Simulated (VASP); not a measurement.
Set up this calculation in VASP 6.6.1, as the native input.

- Task: single point
- Functional: PBE
- Potentials or basis: VASP PAW PBE potentials, release 64 (Si, C)
- Cutoff: 520 eV
- k mesh: 10 × 10 × 3
- Occupations: gaussian, width 0.05 eV
- Spin: no spin polarisation
- Dipole correction: no
- Further INCAR settings: ALGO = Normal; EDIFF = 1e-07; NBANDS = 26

The structure of SiC lies in POSCAR:

```
SiC
1.0
   -3.0917664073      0.0000000000      0.0000000000
    1.5458832036     -2.6775482513      0.0000000000
   -0.3091766407      0.0000000000     10.1480423548
Si C
4 4
Direct
    0.5760634901      0.3333333333      0.9060317656
    0.6260634901      0.3333333333      0.4060317656
    0.3177301568      0.6666666667      0.1560317656
    0.2677301568      0.6666666667      0.6560317656
    0.6572698432      0.3333333333      0.0939682344
    0.6072698432      0.3333333333      0.5939682344
    0.2989365099      0.6666666667      0.3439682344
    0.2489365099      0.6666666667      0.8439682344
```

This cell differs from its parent crystal: the part above a cut slid along it.

These files were run (other wordings do the same):

INCAR

```
SYSTEM = SiC
  PREC = Accurate
  ENCUT = 520
  EDIFF = 1E-7
  ISMEAR = 0
  SIGMA = 0.05
  LREAL = .FALSE.
  LASPH = .TRUE.
  NELM = 100
  ALGO = Normal
  ISIF = 2
  LWAVE = .FALSE.
  LCHARG = .FALSE.
  GGA = PE
  NBANDS = 26
```

KPOINTS

```
regular mesh
0
G
  10 10 3
  0 0 0
```

Potentials or basis: VASP PAW PBE potentials, release 64 (Si, C).

Launch:

```bash
$ cat potpaw_PBE.64/Si/POTCAR potpaw_PBE.64/C/POTCAR > POTCAR
$ mpirun -np 1 vasp_std > vasp.out
```

Results of the run:

- Pressure: -0.2 GPa
- Largest force: 0.834 eV/Å
- Band gap on the k mesh: 2.28 eV (least direct gap 3.92 eV)

Caveat: the cell differs from its parent crystal (the part above a cut slid along it).

Wall time 2.4 min on 1 thread of Intel(R) Xeon(R) 6975P-C (Granite Rapids), on a shared host, peak memory 0.36 GiB.
